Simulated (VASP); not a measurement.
# SiO2: electric field gradients with PBE

Crystal: SiO2.

```
Si O
1.0
     4.98200    0.00000    0.00000
     0.00000    4.98200    0.00000
     0.00000    0.00000    6.96300
Si O
4 8
Direct
  0.30391 0.30391 0.00000
  0.19609 0.80391 0.25000
  0.69609 0.69609 0.50000
  0.80391 0.19609 0.75000
  0.23732 0.11397 0.18374
  0.38603 0.73732 0.43374
  0.76268 0.88603 0.68374
  0.61397 0.26268 0.93374
  0.73732 0.38603 0.56626
  0.88603 0.76268 0.31626
  0.26268 0.61397 0.06626
  0.11397 0.23732 0.81626
```

- Program: VASP 6.6.1
- Task: electric field gradients
- Functional: PBE
- Potentials or basis: VASP PAW PBE potentials, release 64 (Si, O)
- Cutoff: 520 eV
- k mesh: 5 × 5 × 4
- Occupations: fermi-dirac, width 0.02 eV
- Spin: no spin polarisation
- Dipole correction: no
- Further INCAR settings: ALGO = Normal; EDIFF = 1e-08; NBANDS = 44

The pressure is 1.2 GPa and the largest force is 0.030 eV/Å. The band gap on the k mesh is 5.61 eV and the largest electric field gradient by atom is Si -4.0; O +91.1 V/Å².

Forces in eV/Å, atoms in the order of the input:
```
Si   0.022  0.022  0.000
Si  -0.022  0.022  0.000
Si  -0.022 -0.022  0.000
Si   0.022 -0.022  0.000
O    0.000 -0.005 -0.001
O    0.005  0.000 -0.001
O    0.000  0.005 -0.001
O   -0.005  0.000 -0.001
O    0.000  0.005  0.001
O    0.005  0.000  0.001
O    0.000 -0.005  0.001
O   -0.005  0.000  0.001
```

Stress tensor (GPa, compression positive):
```
1.34 0.00 0.00
0.00 1.34 0.00
0.00 0.00 0.85
```

Levels at points of the mesh, in eV from the valence-band top:
```
           k point  band 29  band 30  band 31  band 32  band 33  band 34  band 35  band 36
(0.00, 0.00, 0.00)    -0.66    -0.33    -0.33     0.00     5.61     8.75     8.75     9.14
(0.00, 0.00, 0.50)    -0.54    -0.54    -0.37    -0.37     6.87     6.87     9.30     9.30
```

Electric field gradients, principal values (V/Å²):
```csv
atom,least,middle,greatest (by size)
1 Si,0.577,3.440,-4.017
2 Si,0.577,3.440,-4.017
3 Si,0.577,3.440,-4.017
4 Si,0.577,3.440,-4.017
5 O,-36.828,-54.252,91.079
6 O,-36.828,-54.252,91.079
7 O,-36.828,-54.252,91.079
8 O,-36.828,-54.252,91.079
9 O,-36.828,-54.252,91.079
10 O,-36.828,-54.252,91.079
11 O,-36.828,-54.252,91.079
12 O,-36.828,-54.252,91.079
```

Run time: 76 s on 1 thread of Intel(R) Xeon(R) 6975P-C (Granite Rapids), on a shared host, peak memory 0.3 GiB.

Caveat: without QUAD_EFG the Cq values of the log hold for a quadrupole moment of 1 mb, not for the nuclei. A k mesh can miss the band edges.
